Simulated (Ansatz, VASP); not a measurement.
**Na4AgS3: VASP beside Ansatz**

File INCAR:

```
PREC = Accurate
ENCUT = 520
EDIFF = 1E-6
ISMEAR = 0
SIGMA = 0.2
LREAL = F
LASPH = T
NELM = 100
ALGO = Normal
ISIF = 2
LWAVE = F
LCHARG = T
GGA = PE
LELF = T
LVHAR = T
NBANDS = 38
```

The input KPOINTS:

```
regular mesh
0
Gamma
  4 4 2
```

The input POSCAR:

```
Na4AgS3
1.0
    0.0000000000      3.5300972183      3.5302132289
    0.0000000000      3.5300972183     -3.5302132289
   -9.9714782486      0.0000000000      0.0000000000
Na Ag S
4 1 3
Direct
    0.8653815408      0.6345299309      0.8378825927
    0.3654700691      0.1346184592      0.1621174073
    0.3654700691      0.1346184592      0.8378825927
    0.8653815408      0.6345299309      0.1621174073
    0.8655340211      0.1344659789      0.5000000000
    0.8654821652      0.1345178348      0.2691591961
    0.8654821652      0.1345178348      0.7308408039
    0.3653992787      0.6346007213      0.0000000000
```

Input for Ansatz:

```yaml
crystal:
  lattice:
    - [0.0, 3.5300972183, 3.5302132289]
    - [0.0, 3.5300972183, -3.5302132289]
    - [-9.9714782486, 0.0, 0.0]
  atoms:
    - { symbol: Na, position: [0.8653815408, 0.6345299309, 0.8378825927] }
    - { symbol: Na, position: [0.3654700691, 0.1346184592, 0.1621174073] }
    - { symbol: Na, position: [0.3654700691, 0.1346184592, 0.8378825927] }
    - { symbol: Na, position: [0.8653815408, 0.6345299309, 0.1621174073] }
    - { symbol: Ag, position: [0.8655340211, 0.1344659789, 0.5] }
    - { symbol: S, position: [0.8654821652, 0.1345178348, 0.2691591961] }
    - { symbol: S, position: [0.8654821652, 0.1345178348, 0.7308408039] }
    - { symbol: S, position: [0.3653992787, 0.6346007213, 0.0] }
basis:
  ecutwfc: 420
kpoints:
  mp_grid: { grid: [4, 4, 2] }
hamiltonian:
  xc: pbe
scf:
  occupations: { method: gaussian, width: 0.2 }
  lower_state_search: "off"
output:
  forces: true
  stress: true
  eigenvalues: true
```

Alike in both runs: task single point; functional PBE; k mesh 4 × 4 × 2; occupations gaussian, width 0.2 eV; no spin polarisation.

```csv
,VASP,Ansatz
version,VASP 6.6.1,Ansatz 0.2.0
potentials or method,"VASP PAW PBE potentials, release 64 (Na_pv, Ag, S), cutoff 520 eV","scalar-relativistic, plane waves, PAW"
valence electrons in the cell,57,73
```

|  | VASP | Ansatz | Ansatz less VASP |
| --- | --- | --- | --- |
| gap on the k mesh at the Fermi level (eV) | none | none | - |
| pressure (GPa) | 0.0 | 0.0 | +0.02 |
| traceless stress, the component that is largest in VASP (GPa) | -0.07 | -0.03 | +0.043 |
| rms of the force components (eV/Å) | 0.006 | 0.000 | -0.0055 |

Atom by atom the forces differ by 0.006 eV/Å (rms over components). A gap of «none» marks a metal or a gap that the smearing closes. VASP's potentials hold 57 valence electrons a cell and Ansatz's 73, so a difference there can come from the potentials and not from the codes.
